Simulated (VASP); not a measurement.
# Fe (Im-3m) in VASP: relaxation of cell and atoms with LDA

Aim: the relaxation of cell and atoms of Fe with LDA.

All numbers are computed with VASP 6.6.1; they aren't measurements. Logs are shortened: lines on timing, memory, paths and dates and some standing lists are left out, and cuts for length are marked.

**1. The cell of the first run**

Symmetry: Im-3m, No. 229, cubic system. Conventional cell: a = 2.530 Å, b = 2.530 Å, c = 2.530 Å, α = 90.00°, β = 90.00°, γ = 90.00°. Within 2.9 Å of Fe (site symmetry m-3m) lie 14 Fe at 2.19 to 2.53 Å.

**2. Relaxation of cell and atoms, LDA, collinear spin, ferromagnetic start, target pressure 110 GPa, at which the enthalpy is minimised**

File INCAR:

```
SYSTEM = Fe
ALGO     = Normal         ! electronic algorithm
EDIFF    = 1E-6           ! SCF threshold, eV
EDIFFG   = -0.005         ! ionic threshold
ENCUT    = 600            ! plane-wave cutoff, eV
IBRION   = 2              ! ionic algorithm
ISIF     = 3              ! what is computed and relaxed
ISMEAR   = -1             ! smearing method
ISPIN    = 2              ! spin polarisation
LASPH    = .TRUE.         ! aspherical terms in the spheres
LCHARG   = .FALSE.        ! write CHGCAR
LMAXMIX  = 4              ! l up to which the mixer works
LORBIT   = 11             ! projections on sites
LREAL    = .FALSE.        ! projectors in reciprocal space
LWAVE    = .FALSE.        ! write WAVECAR
MAGMOM   = 2.5            ! initial moments
NELM     = 150            ! most SCF steps
NSW      = 32             ! ionic steps
PREC     = Accurate       ! precision mode
PSTRESS  = 1100.0       
SIGMA    = 0.05           ! smearing width, eV
```

File KPOINTS:

```
k-points
0
G
  21 21 21
  0 0 0
```

File POSCAR:

```
Fe
1.0
   -1.2649625457      1.2649625457      1.2649625457
    1.2649625457     -1.2649625457      1.2649625457
    1.2649625457      1.2649625457     -1.2649625457
Fe
1
Direct
    0.0000000000      0.0000000000      0.0000000000
```

Potentials or basis: VASP PAW LDA potentials, release 64 (Fe).

Command:

```
$ cat potpaw_LDA.64/Fe/POTCAR > POTCAR
$ mpirun -np 1 vasp_std > vasp.out
```

OUTCAR:

```text
SYSTEM = Fe
   EDIFF = 1E-6
   EDIFFG = -0.005
   ENCUT = 600
   IBRION = 2
   ISIF = 3
   ISMEAR = -1
   ISPIN = 2
   LASPH = .TRUE.
   LORBIT = 11
   LREAL = .FALSE.
   NELM = 150
   NSW = 32
   PREC = Accurate
   PSTRESS = 1100.0

 ion  position               nearest neighbor table
   1  0.000  0.000  0.000-

  LATTYP: Found a body centered cubic cell.
 ALAT       =     2.5299250914

  Lattice vectors:

 A1 = (  -1.2649625457,   1.2649625457,   1.2649625457)
 A2 = (   1.2649625457,  -1.2649625457,   1.2649625457)
 A3 = (   1.2649625457,   1.2649625457,  -1.2649625457)

Analysis of symmetry for initial positions (statically):
=====================================================================
 Subroutine PRICEL returns:
 Original cell was already a primitive cell.

 Routine SETGRP: Setting up the symmetry group for a
 body centered cubic supercell.

 Subroutine GETGRP returns: Found 48 space group operations
 (whereof 48 operations were pure point group operations)
 out of a pool of 48 trial point group operations.

The static configuration has the point symmetry O_h .

Analysis of symmetry for dynamics (positions and initial velocities):
=====================================================================
 Subroutine PRICEL returns:
 Original cell was already a primitive cell.

 Routine SETGRP: Setting up the symmetry group for a
 body centered cubic supercell.

 Subroutine GETGRP returns: Found 48 space group operations
 (whereof 48 operations were pure point group operations)
 out of a pool of 48 trial point group operations.

The dynamic configuration has the point symmetry O_h .

Analysis of structural, dynamic, and magnetic symmetry:
=====================================================================
 Subroutine PRICEL returns:
 Original cell was already a primitive cell.

 Routine SETGRP: Setting up the symmetry group for a
 body centered cubic supercell.

 Subroutine GETGRP returns: Found 48 space group operations
 (whereof 48 operations were pure point group operations)
 out of a pool of 48 trial point group operations.

The overall configuration has the point symmetry O_h .

 Subroutine INISYM returns: Found 48 space group operations
 (whereof 48 operations are pure point group operations),
 and found     1 'primitive' translations

----------------------------------------------------------------------------------------

                                     Primitive cell

  volume of cell :       8.0964

  direct lattice vectors                    reciprocal lattice vectors
    -1.264962546  1.264962546  1.264962546     0.000000000  0.395268620  0.395268620
     1.264962546 -1.264962546  1.264962546     0.395268620  0.000000000  0.395268620
     1.264962546  1.264962546 -1.264962546     0.395268620  0.395268620  0.000000000

  length of vectors
     2.190979399  2.190979399  2.190979399     0.558994243  0.558994243  0.558994243

  position of ions in fractional coordinates (direct lattice)
     0.000000000  0.000000000  0.000000000

  ion indices of the primitive-cell ions
   primitive index   ion index
                 1           1

----------------------------------------------------------------------------------------

 KPOINTS: k-points

Automatic generation of k-mesh.
 Grid dimensions read from file:
 generate k-points for:   21   21   21

 Generating k-lattice:

  Cartesian coordinates                     Fractional coordinates (reciprocal lattice)
     0.000000000  0.018822315  0.018822315     0.047619048  0.000000000  0.000000000
     0.018822315  0.000000000  0.018822315     0.000000000  0.047619048  0.000000000
     0.018822315  0.018822315  0.000000000     0.000000000  0.000000000  0.047619048

  Length of vectors
     0.026618773  0.026618773  0.026618773

  Shift w.r.t. Gamma in fractional coordinates (k-lattice)
     0.000000000  0.000000000  0.000000000

 Subroutine IBZKPT returns following result:
 ===========================================

 Found    286 irreducible k-points:

 Following reciprocal coordinates:
            Coordinates               Weight
  0.000000  0.000000  0.000000      1.000000
  0.047619  0.000000  0.000000     12.000000
  0.095238  0.000000  0.000000     12.000000
  0.142857  0.000000  0.000000     12.000000
  0.190476  0.000000  0.000000     12.000000
  0.238095  0.000000  0.000000     12.000000
[... 16 lines left out ...]
  0.142857  0.095238 -0.000000     48.000000
  0.190476  0.095238  0.000000     48.000000
 [... further k-points ...]
   k-points           NKPTS =    286   k-points in BZ     NKDIM =    286   number of bands    NBANDS=      9
   number of dos      NEDOS =    301   number of ions     NIONS =      1
   total plane-waves  NPLWV =   5832
   dimension x,y,z NGX =    18 NGY =   18 NGZ =   18
   dimension x,y,z NGXF=    36 NGYF=   36 NGZF=   36
   ions per type =               1
   NGX,Y,Z   is equivalent  to a cutoff of  13.66, 13.66, 13.66 a.u.
   NGXF,Y,Z  is equivalent  to a cutoff of  27.32, 27.32, 27.32 a.u.
 SYSTEM =  Fe
   PREC   = accura    normal or accurate (medium, high low for compatibility)
   ISTART =      0    job   : 0-new  1-cont  2-samecut
   ICHARG =      2    charge: 1-file 2-atom 10-const
   ISPIN  =      2    spin polarized calculation?
   LNONCOLLINEAR =      F non collinear calculations
   LSORBIT =      F    spin-orbit coupling
   LASPH  =      T    aspherical Exc in radial PAW
   ENCUT  =  600.0 eV  44.10 Ry    6.64 a.u.   4.38  4.38  4.38*2*pi/ulx,y,z
   NELM   =    150;   NELMIN=  2; NELMDL= -5     # of ELM steps
   EDIFF  = 0.1E-05   stopping-criterion for ELM
   LREAL  =      F    real-space projection
   EDIFFG = -.5E-02   stopping-criterion for IOM
   NSW    =     32    number of steps for IOM
   IBRION =      2    ionic relax: 0-MD 1-quasi-New 2-CG
   NFREE  =      1    steps in history (QN), initial steepest desc. (CG)
   ISIF   =      3    stress and relaxation
   ISYM   =      2    0-nonsym 1-usesym 2-fastsym
   POTIM  = 0.5000    time-step for ionic-motion
   TEBEG  =    0.0;   TEEND  =   0.0 temperature during run
   PSTRESS= 1100.0 pullay stress
   NELECT =       8.0000    total number of electrons
   NUPDOWN=      -1.0000    fix difference up-down
   EMIN   =  10.00;   EMAX   =-10.00  energy-range for DOS
   EFERMI =   0.00;   METHOD = LEGACY
   ISMEAR =    -1;   SIGMA  =   0.05  broadening in eV -4-tet -1-fermi 0-gaus
   EFERMI_NEDOS =   21; number of points for ismear=-14 and -15
   IALGO  =     38    algorithm
   IMIX   =      4    mixing-type and parameters
     AMIX     =   0.40;   BMIX     =  1.00
     AMIX_MAG =   1.60;   BMIX_MAG =  1.00
  volume/ion in A,a.u.               =       8.10        54.64
  Fermi-wavevector in a.u.,A,eV,Ry     =   1.630574  3.081338 36.174781  2.658771
  Thomas-Fermi vector in A             =   2.722853
   LORBIT       =     11    0 simple, 1 ext, 2 COOP (PROOUT), +10 PAW based schemes
   GGA     = CA    functional components
   LHFCALC =     F    Hartree Fock is set to
   AEXX    =    0.0000 exact exchange contribution
   IVDW    =     0    specifies the selected vdW correction
   LEPSILON=     F    determine dielectric tensor
   LRPA    =     F    only Hartree local field effects (RPA)
 conjugate gradient relaxation of ions
 spin polarized calculation
  energy-cutoff  :      600.00
  volume of cell :        8.10
 maximum number of plane-waves:       278
 NGX is ok and might be reduce to    18
   NGX =  9   NGY =  9   NGZ =  9

--------------------------------------- Ionic step        1  -------------------------------------------

 number of electron       8.0000005 magnetization       1.3199901

 Free energy of the ion-electron system (eV)
  ---------------------------------------------------
  ext. energy  EPLUGINS =         0.00000000
  ---------------------------------------------------
  free energy    TOTEN  =        -8.61478467 eV

  energy without entropy =       -8.60369103  energy(sigma->0) =       -8.60923785

 E-fermi :   9.9996     XC(G=0): -15.4315

 val. band max:        9.9985508243   @ k =   0.2857   0.0476   0.0000
 cond. band min:      10.0026053929   @ k =   0.3333   0.1905   0.0000
 fundamental gap:      0.0040545686
 Fermi energy:         9.9995773014

 spin component 1

 k-point     1 :       0.0000    0.0000    0.0000
  band No.  band energies     occupation
      1      -0.5596      1.00000
      2       6.9345      1.00000
      3       6.9345      1.00000
      4       6.9345      1.00000
      5       9.2227      1.00000
      6       9.2227      1.00000
      7      38.1622      0.00000
      8      38.1622      0.00000
      9      38.1622      0.00000

 k-point     2 :       0.0476    0.0000    0.0000
  band No.  band energies     occupation
      1      -0.4345      1.00000
      2       6.8882      1.00000
      3       6.9297      1.00000
      4       7.0191      1.00000
      5       9.1717      1.00000
      6       9.2263      1.00000
      7      37.6812      0.00000
      8      38.0809      0.00000
      9      38.1979      0.00000

 k-point     3 :       0.0952    0.0000    0.0000
  band No.  band energies     occupation
      1      -0.0682      1.00000
      2       6.7549      1.00000
      3       6.9060      1.00000
      4       7.2685      1.00000
      5       9.0445      1.00000
      6       9.2382      1.00000
      7      36.4429      0.00000
      8      37.7689      0.00000
      9      38.2965      0.00000
[... 594 lines left out ...]
 VOLUME and BASIS-vectors are now :
 -----------------------------------------------------------------------------
  energy-cutoff  :      600.00
  volume of cell :        8.01
      direct lattice vectors                 reciprocal lattice vectors
    -1.260487753  1.260487753  1.260487753     0.000000000  0.396671843  0.396671843
     1.260487753 -1.260487753  1.260487753     0.396671843  0.000000000  0.396671843
     1.260487753  1.260487753 -1.260487753     0.396671843  0.396671843  0.000000000

 POSITION                                       TOTAL-FORCE (eV/Angst)
 -----------------------------------------------------------------------------------
      0.00000      0.00000      0.00000         0.000000     -0.000000      0.000000
 -----------------------------------------------------------------------------------
    total drift:                                0.000000      0.000000      0.000000

  FREE ENERGIE OF THE ION-ELECTRON SYSTEM (eV)
  ---------------------------------------------------
  free  energy   TOTEN  =        -8.5547915784 eV

  energy  without entropy=       -8.5436362053  energy(sigma->0) =       -8.54921389

  enthalpy is  TOTEN    =        -3.0548511491 eV   P V=        5.4999404293

--------------------------------------- Ionic step        3  -------------------------------------------

 number of electron       8.0000005 magnetization       1.3137298

 Free energy of the ion-electron system (eV)
  ---------------------------------------------------
  ext. energy  EPLUGINS =         0.00000000
  ---------------------------------------------------
  free energy    TOTEN  =        -8.60367743 eV

  energy without entropy =       -8.59257229  energy(sigma->0) =       -8.59812486

 E-fermi :  10.0295     XC(G=0): -15.4440

 val. band max:       10.0282955906   @ k =  -0.3333   0.3333   0.0952
 cond. band min:      10.0322895830   @ k =   0.2857   0.0476   0.0000
 fundamental gap:      0.0039939924
 Fermi energy:        10.0295447755

 spin component 1

 k-point     1 :       0.0000    0.0000    0.0000
  band No.  band energies     occupation
      1      -0.5411      1.00000
      2       6.9590      1.00000
      3       6.9590      1.00000
      4       6.9590      1.00000
      5       9.2545      1.00000
      6       9.2545      1.00000
      7      38.2122      0.00000
      8      38.2122      0.00000
      9      38.2122      0.00000

 k-point     2 :       0.0476    0.0000    0.0000
  band No.  band energies     occupation
      1      -0.4158      1.00000
      2       6.9125      1.00000
      3       6.9542      1.00000
      4       7.0438      1.00000
      5       9.2033      1.00000
      6       9.2581      1.00000
      7      37.7323      0.00000
      8      38.1312      0.00000
      9      38.2485      0.00000

 k-point     3 :       0.0952    0.0000    0.0000
  band No.  band energies     occupation
      1      -0.0489      1.00000
      2       6.7788      1.00000
      3       6.9304      1.00000
      4       7.2940      1.00000
      5       9.0756      1.00000
      6       9.2701      1.00000
      7      36.4961      0.00000
      8      37.8201      0.00000
      9      38.3489      0.00000
[... 557 lines left out ...]
 VOLUME and BASIS-vectors are now :
 -----------------------------------------------------------------------------
  energy-cutoff  :      600.00
  volume of cell :        8.08
      direct lattice vectors                 reciprocal lattice vectors
    -1.264113699  1.264113699  1.264113699     0.000000000  0.395534041  0.395534041
     1.264113699 -1.264113699  1.264113699     0.395534041  0.000000000  0.395534041
     1.264113699  1.264113699 -1.264113699     0.395534041  0.395534041  0.000000000

 POSITION                                       TOTAL-FORCE (eV/Angst)
 -----------------------------------------------------------------------------------
      0.00000      0.00000      0.00000         0.000000      0.000000      0.000000
 -----------------------------------------------------------------------------------
    total drift:                                0.000000      0.000000      0.000000

  FREE ENERGIE OF THE ION-ELECTRON SYSTEM (eV)
  ---------------------------------------------------
  free  energy   TOTEN  =        -8.6036774256 eV

  energy  without entropy=       -8.5925722890  energy(sigma->0) =       -8.59812486

  enthalpy is  TOTEN    =        -3.0561365925 eV   P V=        5.5475408331

 reached required accuracy - stopping structural energy minimisation

 total charge

# of ion       s       p       d       tot
------------------------------------------
    1        0.663   0.897   6.685   8.245

 magnetization (x)

# of ion       s       p       d       tot
------------------------------------------
    1       -0.008  -0.027   1.306   1.272
```

Run time: 47 s. Hardware: 1 thread of Intel Xeon Platinum 8488C (Sapphire Rapids), shared host; peak memory 0.16 GiB.

Results:

* Free energy: -8.6037 eV
* Relaxed volume: 8.08 Å³/atom
* Relaxed cell: a = 2.190 Å, b = 2.190 Å, c = 2.190 Å, α = 109.47°, β = 109.47°, γ = 109.47°
* Space group after relaxing (to 0.1 Å): Im-3m (No. 229)
* Energy change on relaxing (the run minimises the enthalpy): +11.1 meV/atom
* Ionic steps: 3
* Pressure after relaxing: 110.1 GPa
* Net moment: 1.31 μB per cell
* Site moments: Fe +1.27 μB

The path:
```
step  energy change (eV)  largest force (eV/Å)  pressure (GPa)  volume (Å³)
   1              0.0000                0.0000          108.55         8.10
   2              0.0600                0.0000          115.86         8.01
   3              0.0111                0.0000          110.08         8.08
```

Final structure:
```xyz
1
Lattice="-1.2641 1.2641 1.2641 1.2641 -1.2641 1.2641 1.2641 1.2641 -1.2641" Properties=species:S:1:pos:R:3 pbc="T T T"
Fe    0.0000    0.0000    0.0000
```

Levels at points of the mesh, in eV from the Fermi level:
Spin up:
```csv
k point,band 1,band 2,band 3,band 4,band 5,band 6,band 7,band 8,band 9
"(0.00, 0.00, 0.00)",-10.57,-3.07,-3.07,-3.07,-0.78,-0.78,28.18,28.18,28.18
```
Spin down:
```csv
k point,band 1,band 2,band 3,band 4,band 5,band 6
"(0.00, 0.00, 0.00)",-10.25,-2.04,-2.04,-2.04,0.74,0.74
```

Caveat: the cell is relaxed towards a set pressure, so the run minimises the enthalpy, not the energy.
